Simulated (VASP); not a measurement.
# TePb (Fm-3m) in VASP: further runs

TePb is run at these levels: r2SCAN; tasks: single point.

All numbers are computed with VASP 6.6.1; they aren't measurements. Logs are shortened: lines on timing, memory, paths and dates and some standing lists are left out, and cuts for length are marked.

## Step 1: The cell of the first run

It takes space group Fm-3m (No. 225, cubic). Conventional cell: a = 6.079 Å, b = 6.079 Å, c = 6.079 Å, α = 90.00°, β = 90.00°, γ = 90.00°. Within 4.0 Å of Te (site symmetry m-3m) lie 6 Pb at 3.04 Å. Pb (site symmetry m-3m) has 6 Te at 3.04 Å within 4.0 Å.

## Step 2: Single point, r2SCAN

The input, POSCAR:

```
TePb
1.0
    0.0000000000      3.0395922169      3.0395922169
    3.0395922169      0.0000000000      3.0395922169
    3.0395922169      3.0395922169      0.0000000000
Te Pb
1 1
Direct
    0.5000000000      0.5000000000      0.5000000000
    0.0000000000      0.0000000000      0.0000000000
```

The input, INCAR.step1:

```
SYSTEM = TePb
  ALGO = Normal
  EDIFF = 1E-4
  ENCUT = 520
  GGA = PE
  ISMEAR = 0
  LASPH = .TRUE.
  LCHARG = .FALSE.
  LREAL = .FALSE.
  LWAVE = .TRUE.
  NBANDS = 17
  NELM = 60
  PREC = Accurate
  SIGMA = 0.01
```

The input, INCAR.step2:

```
SYSTEM = TePb
  ALGO = Normal
  EDIFF = 1E-7
  ENCUT = 520
  ISIF = 2
  ISMEAR = 0
  ISTART = 1
  LASPH = .TRUE.
  LCHARG = .FALSE.
  LMIXTAU = .TRUE.
  LREAL = .FALSE.
  LWAVE = .FALSE.
  METAGGA = R2SCAN
  NBANDS = 17
  NELM = 60
  PREC = Accurate
  SIGMA = 0.01
```

The input, KPOINTS:

```
k-points
0
G
  6 6 6
  0 0 0
```

Potentials or basis: VASP PAW PBE potentials, release 64 (Te, Pb_d).

Launch:

```sh
$ cat potpaw_PBE.64/Te/POTCAR potpaw_PBE.64/Pb_d/POTCAR > POTCAR
$ cp INCAR.step1 INCAR
$ mpirun -np 1 vasp_std > vasp.out
$ cp INCAR.step2 INCAR
$ mpirun -np 1 vasp_std > vasp.out
```

OUTCAR:

```text
SYSTEM = TePb
   EDIFF = 1E-7
   ENCUT = 520
   ISIF = 2
   ISMEAR = 0
   ISTART = 1
   LASPH = .TRUE.
   LREAL = .FALSE.
   METAGGA = R2SCAN
   NELM = 60
   PREC = Accurate

 ion  position               nearest neighbor table
   1  0.500  0.500  0.500-   2 3.04   2 3.04   2 3.04   2 3.04   2 3.04   2 3.04
   2  0.000  0.000  0.000-   1 3.04   1 3.04   1 3.04   1 3.04   1 3.04   1 3.04

  LATTYP: Found a face centered cubic cell.
 ALAT       =     6.0791844338

  Lattice vectors:

 A1 = (   0.0000000000,   3.0395922169,   3.0395922169)
 A2 = (   3.0395922169,   0.0000000000,   3.0395922169)
 A3 = (   3.0395922169,   3.0395922169,   0.0000000000)

Analysis of symmetry for initial positions (statically):
=====================================================================
 Subroutine PRICEL returns:
 Original cell was already a primitive cell.

 Routine SETGRP: Setting up the symmetry group for a
 face centered cubic supercell.

 Subroutine GETGRP returns: Found 48 space group operations
 (whereof 48 operations were pure point group operations)
 out of a pool of 48 trial point group operations.

The static configuration has the point symmetry O_h .

Analysis of symmetry for dynamics (positions and initial velocities):
=====================================================================
 Subroutine PRICEL returns:
 Original cell was already a primitive cell.

 Routine SETGRP: Setting up the symmetry group for a
 face centered cubic supercell.

 Subroutine GETGRP returns: Found 48 space group operations
 (whereof 48 operations were pure point group operations)
 out of a pool of 48 trial point group operations.

The dynamic configuration has the point symmetry O_h .

 Subroutine INISYM returns: Found 48 space group operations
 (whereof 48 operations are pure point group operations),
 and found     1 'primitive' translations

----------------------------------------------------------------------------------------

                                     Primitive cell

  volume of cell :      56.1663

  direct lattice vectors                    reciprocal lattice vectors
     0.000000000  3.039592217  3.039592217    -0.164495750  0.164495750  0.164495750
     3.039592217  0.000000000  3.039592217     0.164495750 -0.164495750  0.164495750
     3.039592217  3.039592217  0.000000000     0.164495750  0.164495750 -0.164495750

  length of vectors
     4.298632537  4.298632537  4.298632537     0.284914996  0.284914996  0.284914996

  position of ions in fractional coordinates (direct lattice)
     0.500000000  0.500000000  0.500000000
     0.000000000  0.000000000  0.000000000

  ion indices of the primitive-cell ions
   primitive index   ion index
                 1           1
                 2           2

----------------------------------------------------------------------------------------

 KPOINTS: k-points

Automatic generation of k-mesh.
 Grid dimensions read from file:
 generate k-points for:    6    6    6

 Generating k-lattice:

  Cartesian coordinates                     Fractional coordinates (reciprocal lattice)
    -0.027415958  0.027415958  0.027415958     0.166666667  0.000000000  0.000000000
     0.027415958 -0.027415958  0.027415958     0.000000000  0.166666667  0.000000000
     0.027415958  0.027415958 -0.027415958     0.000000000  0.000000000  0.166666667

  Length of vectors
     0.047485833  0.047485833  0.047485833

  Shift w.r.t. Gamma in fractional coordinates (k-lattice)
     0.000000000  0.000000000  0.000000000

 Subroutine IBZKPT returns following result:
 ===========================================

 Found     16 irreducible k-points:

 Following reciprocal coordinates:
            Coordinates               Weight
  0.000000  0.000000  0.000000      1.000000
  0.166667  0.000000  0.000000      8.000000
  0.333333  0.000000  0.000000      8.000000
  0.500000  0.000000  0.000000      4.000000
  0.166667  0.166667  0.000000      6.000000
  0.333333  0.166667  0.000000     24.000000
[... 8 lines left out ...]
 -0.333333  0.333333  0.166667     24.000000
 -0.333333  0.500000  0.166667     12.000000
   k-points           NKPTS =     16   k-points in BZ     NKDIM =     16   number of bands    NBANDS=     17
   number of dos      NEDOS =    301   number of ions     NIONS =      2
   total plane-waves  NPLWV =  32768
   dimension x,y,z NGX =    32 NGY =   32 NGZ =   32
   dimension x,y,z NGXF=    64 NGYF=   64 NGZF=   64
   ions per type =               1   1
   NGX,Y,Z   is equivalent  to a cutoff of  12.38, 12.38, 12.38 a.u.
   NGXF,Y,Z  is equivalent  to a cutoff of  24.75, 24.75, 24.75 a.u.
 SYSTEM =  TePb
   PREC   = accura    normal or accurate (medium, high low for compatibility)
   ISTART =      1    job   : 0-new  1-cont  2-samecut
   ICHARG =      0    charge: 1-file 2-atom 10-const
   ISPIN  =      1    spin polarized calculation?
   LNONCOLLINEAR =      F non collinear calculations
   LSORBIT =      F    spin-orbit coupling
   LASPH  =      T    aspherical Exc in radial PAW
   ENCUT  =  520.0 eV  38.22 Ry    6.18 a.u.   7.99  7.99  7.99*2*pi/ulx,y,z
   NELM   =     60;   NELMIN=  2; NELMDL=  0     # of ELM steps
   EDIFF  = 0.1E-06   stopping-criterion for ELM
   LREAL  =      F    real-space projection
   EDIFFG = 0.1E-05   stopping-criterion for IOM
   NSW    =      0    number of steps for IOM
   IBRION =     -1    ionic relax: 0-MD 1-quasi-New 2-CG
   NFREE  =      0    steps in history (QN), initial steepest desc. (CG)
   ISIF   =      2    stress and relaxation
   ISYM   =      2    0-nonsym 1-usesym 2-fastsym
   POTIM  = 0.5000    time-step for ionic-motion
   TEBEG  =    0.0;   TEEND  =   0.0 temperature during run
   PSTRESS=    0.0 pullay stress
   NELECT =      20.0000    total number of electrons
   NUPDOWN=      -1.0000    fix difference up-down
   EMIN   =  10.00;   EMAX   =-10.00  energy-range for DOS
   EFERMI =   0.00;   METHOD = LEGACY
   ISMEAR =     0;   SIGMA  =   0.01  broadening in eV -4-tet -1-fermi 0-gaus
   EFERMI_NEDOS =   21; number of points for ismear=-14 and -15
   IALGO  =     38    algorithm
   IMIX   =      4    mixing-type and parameters
     AMIX     =   0.40;   BMIX     =  1.00
     AMIX_MAG =   1.60;   BMIX_MAG =  1.00
  volume/ion in A,a.u.               =      28.08       189.51
  Fermi-wavevector in a.u.,A,eV,Ry     =   1.160360  2.192763 18.319373  1.346436
  Thomas-Fermi vector in A             =   2.296944
   LORBIT       =      0    0 simple, 1 ext, 2 COOP (PROOUT), +10 PAW based schemes
   METAGGA = R2SCAN    functional components
   LHFCALC =     F    Hartree Fock is set to
   AEXX    =    0.0000 exact exchange contribution
   IVDW    =     0    specifies the selected vdW correction
   LEPSILON=     F    determine dielectric tensor
   LRPA    =     F    only Hartree local field effects (RPA)
 non-spin polarized calculation
 Gauss-broadening in eV      SIGMA  =   0.01
  energy-cutoff  :      520.00
  volume of cell :       56.17
 maximum number of plane-waves:      1527
   NGX = 15   NGY = 15   NGZ = 15

 number of electron      20.0000004 magnetization

 Free energy of the ion-electron system (eV)
  ---------------------------------------------------
  ext. energy  EPLUGINS =         0.00000000
  ---------------------------------------------------
  free energy    TOTEN  =       -82.18004631 eV

  energy without entropy =      -82.18004631  energy(sigma->0) =      -82.18004631

 E-fermi :   8.3604     XC(G=0): -10.7351

 val. band max:        8.3164076099   @ k =   0.5000   0.0000   0.0000
 cond. band min:       8.7980864437   @ k =   0.5000   0.0000   0.0000
 fundamental gap:      0.4816788338
 Fermi energy:         8.3603847826

 k-point     1 :       0.0000    0.0000    0.0000
  band No.  band energies     occupation
      1      -9.6588      2.00000
      2      -9.6588      2.00000
      3      -9.6252      2.00000
      4      -9.6252      2.00000
      5      -9.6252      2.00000
      6      -6.1587      2.00000
[... 9 lines left out ...]
     16      13.8516      0.00000
     17      15.2468      0.00000

 k-point     2 :       0.1667    0.0000    0.0000
  band No.  band energies     occupation
      1      -9.6680      2.00000
      2      -9.6680      2.00000
      3      -9.6248      2.00000
      4      -9.6173      2.00000
      5      -9.6173      2.00000
      6      -5.8417      2.00000
[... 9 lines left out ...]
     16      14.4562      0.00000
     17      17.4506      0.00000

 k-point     3 :       0.3333    0.0000    0.0000
  band No.  band energies     occupation
      1      -9.6887      2.00000
      2      -9.6887      2.00000
      3      -9.6248      2.00000
      4      -9.5990      2.00000
      5      -9.5990      2.00000
      6      -4.9469      2.00000
[... 9 lines left out ...]
     16      16.0191      0.00000
     17      20.8724      0.00000

 k-point     4 :       0.5000    0.0000    0.0000
  band No.  band energies     occupation
      1      -9.6994      2.00000
      2      -9.6994      2.00000
      3      -9.6252      2.00000
      4      -9.5894      2.00000
      5      -9.5894      2.00000
      6      -4.0908      2.00000
[... 9 lines left out ...]
     16      17.7320      0.00000
     17      18.4124      0.00000

 k-point     5 :       0.1667    0.1667    0.0000
  band No.  band energies     occupation
      1      -9.6916      2.00000
      2      -9.6529      2.00000
      3      -9.6308      2.00000
      4      -9.6126      2.00000
      5      -9.6126      2.00000
      6      -5.7299      2.00000
[... 9 lines left out ...]
     16      15.5291      0.00000
     17      16.8982      0.00000

 k-point     6 :       0.3333    0.1667    0.0000
  band No.  band energies     occupation
      1      -9.7236      2.00000
      2      -9.6616      2.00000
      3      -9.6302      2.00000
      4      -9.6014      2.00000
      5      -9.5953      2.00000
      6      -5.0146      2.00000
[... 9 lines left out ...]
     16      16.9784      0.00000
     17      18.9877      0.00000

 k-point     7 :       0.5000    0.1667    0.0000
  band No.  band energies     occupation
      1      -9.7327      2.00000
      2      -9.6826      2.00000
      3      -9.6215      2.00000
      4      -9.5966      2.00000
      5      -9.5855      2.00000
      6      -4.0022      2.00000
[... 9 lines left out ...]
     16      17.9567      0.00000
     17      18.9213      0.00000

 k-point     8 :      -0.3333    0.1667    0.0000
  band No.  band energies     occupation
      1      -9.7111      2.00000
      2      -9.6934      2.00000
      3      -9.6178      2.00000
      4      -9.5977      2.00000
      5      -9.5946      2.00000
      6      -4.3169      2.00000
[... 9 lines left out ...]
     16      17.5888      0.00000
     17      19.5272      0.00000

 k-point     9 :      -0.1667    0.1667    0.0000
  band No.  band energies     occupation
      1      -9.6860      2.00000
      2      -9.6788      2.00000
      3      -9.6231      2.00000
      4      -9.6106      2.00000
      5      -9.6042      2.00000
      6      -5.3220      2.00000
[... 9 lines left out ...]
     16      16.8454      0.00000
     17      17.3925      0.00000

 k-point    10 :       0.3333    0.3333    0.0000
  band No.  band energies     occupation
      1      -9.7830      2.00000
      2      -9.6421      2.00000
      3      -9.6411      2.00000
      4      -9.5848      2.00000
      5      -9.5848      2.00000
      6      -4.5209      2.00000
[... 9 lines left out ...]
     16      18.3156      0.00000
     17      18.6584      0.00000

 k-point    11 :       0.5000    0.3333    0.0000
  band No.  band energies     occupation
      1      -9.8029      2.00000
      2      -9.6501      2.00000
      3      -9.6376      2.00000
      4      -9.5810      2.00000
      5      -9.5760      2.00000
      6      -3.7326      2.00000
[... 9 lines left out ...]
     16      18.6454      0.00000
     17      19.9215      0.00000

 k-point    12 :      -0.3333    0.3333    0.0000
  band No.  band energies     occupation
      1      -9.7668      2.00000
      2      -9.6745      2.00000
      3      -9.6182      2.00000
      4      -9.5958      2.00000
      5      -9.5828      2.00000
      6      -3.5307      2.00000
[... 9 lines left out ...]
     16      17.1421      0.00000
     17      19.4690      0.00000

 k-point    13 :       0.5000    0.5000    0.0000
  band No.  band energies     occupation
      1      -9.8382      2.00000
      2      -9.6478      2.00000
      3      -9.6351      2.00000
      4      -9.5697      2.00000
      5      -9.5697      2.00000
      6      -3.5417      2.00000
[... 9 lines left out ...]
     16      20.1739      0.00000
     17      20.2137      0.00000

 k-point    14 :       0.5000    0.3333    0.1667
  band No.  band energies     occupation
      1      -9.7560      2.00000
      2      -9.6675      2.00000
      3      -9.6265      2.00000
      4      -9.5944      2.00000
      5      -9.5853      2.00000
      6      -4.1970      2.00000
[... 9 lines left out ...]
     16      17.6642      0.00000
     17      18.5544      0.00000

 k-point    15 :      -0.3333    0.3333    0.1667
  band No.  band energies     occupation
      1      -9.7659      2.00000
      2      -9.6761      2.00000
      3      -9.6124      2.00000
      4      -9.6065      2.00000
      5      -9.5773      2.00000
      6      -3.5269      2.00000
[... 9 lines left out ...]
     16      19.0032      0.00000
     17      19.4324      0.00000

 k-point    16 :      -0.3333    0.5000    0.1667
  band No.  band energies     occupation
      1      -9.8030      2.00000
      2      -9.6584      2.00000
      3      -9.6298      2.00000
      4      -9.5908      2.00000
      5      -9.5697      2.00000
      6      -3.3722      2.00000
[... 9 lines left out ...]
     16      20.1496      0.00000
     17      20.4144      0.00000

------------------------ aborting loop because EDIFF is reached ----------------------------------------

  FORCE on cell =-STRESS in cart. coord.  units (eV):
  Direction    XX          YY          ZZ          XY          YZ          ZX
  --------------------------------------------------------------------------------------
  -------------------------------------------------------------------------------------
  Total        5.2674119      5.2674119      5.2674119      0.0000000      0.0000000     -0.0000000
  in kB      150.2560237    150.2560237    150.2560237      0.0000000      0.0000000     -0.0000000
  external PRESSURE =     150.2560237 kB  Pullay stress =       0.0000000 kB

 VOLUME and BASIS-vectors are now :
 -----------------------------------------------------------------------------
  energy-cutoff  :      520.00
  volume of cell :       56.17
      direct lattice vectors                 reciprocal lattice vectors
     0.000000000  3.039592217  3.039592217    -0.164495750  0.164495750  0.164495750
     3.039592217  0.000000000  3.039592217     0.164495750 -0.164495750  0.164495750
     3.039592217  3.039592217  0.000000000     0.164495750  0.164495750 -0.164495750

 POSITION                                       TOTAL-FORCE (eV/Angst)
 -----------------------------------------------------------------------------------
      3.03959      3.03959      3.03959        -0.000000      0.000000     -0.000000
      0.00000      0.00000      0.00000         0.000000     -0.000000      0.000000
 -----------------------------------------------------------------------------------
    total drift:                                0.000000     -0.000000     -0.000000

  FREE ENERGIE OF THE ION-ELECTRON SYSTEM (eV)
  ---------------------------------------------------
  free  energy   TOTEN  =       -82.1800463103 eV

  energy  without entropy=      -82.1800463103  energy(sigma->0) =      -82.18004631
```

Run time: 66 s. Hardware: 1 thread of Intel Xeon 8259CL, shared host; peak memory 0.19 GiB.

Results:

```yaml
Free_energy: -82.1800 eV
Pressure: 15.0 GPa
Band_gap_on_the_k_mesh: 0.48 eV
```

Caveat: the cell stands under pressure; the PAW data sets were made with another functional, which shifts forces and pressure a little; spin-orbit coupling is left out, which moves the levels of the heavy elements.

## Step 3: Single point, r2SCAN

This run uses another cell than the first one, of 29.63 Å³/atom.

The input, POSCAR:

```
TePb
1.0
    0.0000000000      3.0945085200      3.0945085200
    3.0945085200      0.0000000000      3.0945085200
    3.0945085200      3.0945085200      0.0000000000
Te Pb
1 1
Direct
    0.5000000000      0.5000000000      0.5000000000
    0.0000000000      0.0000000000      0.0000000000
```

The input, INCAR.step1:

```
SYSTEM = TePb
PREC = Accurate
ENCUT = 520
ISMEAR = 0
SIGMA = 0.01
LREAL = .FALSE.
LASPH = .TRUE.
NELM = 80
NBANDS = 17
GGA = PE
ALGO = Normal
EDIFF = 1E-4
LWAVE = .TRUE.
LCHARG = .FALSE.
```

The input, INCAR.step2:

```
SYSTEM = TePb
PREC = Accurate
ENCUT = 520
EDIFF = 1E-6
ISMEAR = 0
SIGMA = 0.01
LREAL = .FALSE.
LASPH = .TRUE.
NELM = 80
ALGO = Normal
ISIF = 2
LWAVE = .FALSE.
LCHARG = .FALSE.
METAGGA = R2SCAN
LMIXTAU = .TRUE.
NBANDS = 17
ISTART = 1
```

The input, KPOINTS:

```
regular mesh
0
G
  6 6 6
  0 0 0
```

Potentials or basis: VASP PAW PBE potentials, release 64 (Te, Pb_d).

Launch:

```sh
$ cat potpaw_PBE.64/Te/POTCAR potpaw_PBE.64/Pb_d/POTCAR > POTCAR
$ cp INCAR.step1 INCAR
$ mpirun -np 1 vasp_std > vasp.out
$ cp INCAR.step2 INCAR
$ mpirun -np 1 vasp_std > vasp.out
```

Run time: 83 s. Hardware: 1 thread of Intel Xeon 8259CL, shared host; peak memory 0.21 GiB.

The run converged. Its results:

| Quantity | Value |
| --- | --- |
| Free energy | -82.4211 eV |
| Pressure | 10.0 GPa |
| Band gap on the k mesh | 0.67 eV |

Levels at points of the mesh, in eV from the valence-band top:
| k point | band 7 | band 8 | band 9 | band 10 | band 11 | band 12 | band 13 | band 14 |
| --- | --- | --- | --- | --- | --- | --- | --- | --- |
| (0.00, 0.00, 0.00) | -5.32 | -2.16 | -2.16 | -2.16 | 4.37 | 4.37 | 4.37 | 5.74 |
| (0.50, 0.00, 0.00) | -9.83 | -1.56 | -1.56 | 0.00 | 0.67 | 0.92 | 0.92 | 9.04 |
| (0.50, 0.50, 0.00) | -7.84 | -5.93 | -3.92 | -3.92 | 2.88 | 6.23 | 6.23 | 7.92 |

Caveat: the cell stands under pressure; the PAW data sets were made with another functional, which shifts forces and pressure a little; spin-orbit coupling is left out, which moves the levels of the heavy elements.

## Step 4: Single point, r2SCAN

This run uses another cell than the first one, of 30.80 Å³/atom.

The input, POSCAR:

```
TePb
1.0
    0.0000000000      3.1347457317      3.1347457317
    3.1347457317      0.0000000000      3.1347457317
    3.1347457317      3.1347457317      0.0000000000
Te Pb
1 1
Direct
    0.5000000000      0.5000000000      0.5000000000
    0.0000000000      0.0000000000      0.0000000000
```

The input, INCAR.step1:

```
  ALGO = Normal
  EDIFF = 1E-4
  ENCUT = 520
  GGA = PE
  ISMEAR = 0
  LASPH = True
  LCHARG = False
  LREAL = False
  LWAVE = True
  NBANDS = 17
  NELM = 80
  PREC = Accurate
  SIGMA = 0.01
```

The input, INCAR.step2:

```
  ALGO = Normal
  EDIFF = 1E-6
  ENCUT = 520
  ISIF = 2
  ISMEAR = 0
  ISTART = 1
  LASPH = True
  LCHARG = False
  LMIXTAU = True
  LREAL = False
  LWAVE = False
  METAGGA = R2SCAN
  NBANDS = 17
  NELM = 80
  PREC = Accurate
  SIGMA = 0.01
```

The input, KPOINTS:

```
k-points
0
Gamma
  6 6 6
```

Launch:

```sh
$ cat potpaw_PBE.64/Te/POTCAR potpaw_PBE.64/Pb_d/POTCAR > POTCAR
$ cp INCAR.step1 INCAR
$ mpirun -np 1 vasp_std > vasp.out
$ cp INCAR.step2 INCAR
$ mpirun -np 1 vasp_std > vasp.out
```

Wall time 82 s (1 thread of Intel Xeon 8259CL, shared host); peak memory 0.21 GiB.

Results (log left out):

```yaml
Free_energy: -82.5453 eV
Pressure: 7.0 GPa
Band_gap_on_the_k_mesh: 0.78 eV
```

Levels at points of the mesh, in eV from the valence-band top:
| k point | band 7 | band 8 | band 9 | band 10 | band 11 | band 12 | band 13 | band 14 |
| --- | --- | --- | --- | --- | --- | --- | --- | --- |
| (0.00, 0.00, 0.00) | -5.42 | -1.95 | -1.95 | -1.95 | 4.38 | 4.38 | 4.38 | 5.88 |
| (0.50, 0.00, 0.00) | -9.52 | -1.39 | -1.39 | 0.00 | 0.78 | 1.08 | 1.08 | 9.02 |
| (0.50, 0.50, 0.00) | -7.73 | -5.54 | -3.62 | -3.62 | 3.10 | 6.11 | 6.11 | 7.69 |

Caveat: the cell stands under pressure; the PAW data sets were made with another functional, which shifts forces and pressure a little; spin-orbit coupling is left out, which moves the levels of the heavy elements. A k mesh can miss the band edges.

(Part 1 of 2 ends here.)
